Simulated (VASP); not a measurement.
MgSn5:

```
CELL_PARAMETERS angstrom
5.65018 0.00000 0.00000
-2.82509 4.89320 0.00000
0.00000 0.00000 5.61720
ATOMIC_POSITIONS crystal
Mg 0.00000 0.00000 0.50000
Sn 0.67000 0.00000 0.00000
Sn 0.33000 0.33000 0.00000
Sn 0.00000 0.67000 0.00000
Sn 0.66667 0.33333 0.50000
Sn 0.33333 0.66667 0.50000
```

Base run:

| Quantity | Value |
| --- | --- |
| Program | VASP 6.6.1 |
| Functional | PBEsol |
| Potentials or basis | VASP PAW PBE potentials, release 64 (Mg, Sn_d) |
| Cutoff | 520 eV |
| k mesh | 6 × 6 × 5 |
| Occupations | fermi-dirac, width 0.05 eV |
| Spin | no spin polarisation |

Its results: band gap on the k mesh zero (band 36 reaches 8.73 eV, above the bottom of band 37 at 6.24 eV); pressure -1.2 GPa; largest force 0.047 eV/Å.

Task: The run is repeated on the same cell with these changes: k mesh from 6 × 6 × 5 to 2 × 2 × 2; further incar settings from ALGO = Normal; EDIFF = 1e-06; NBANDS = 45 to ALGO = Normal; EDIFF = 1e-07; NBANDS = 45. What comes out?

Result: Band gap on the k mesh zero (band 36 reaches 8.65 eV, above the bottom of band 37 at 6.40 eV); pressure -0.7 GPa; largest force 0.047 eV/Å.

Caveats: some runs use coarse meshes; the PAW data sets were made with another functional, which shifts forces and pressure a little; spin-orbit coupling is left out, which moves the levels of the heavy elements.
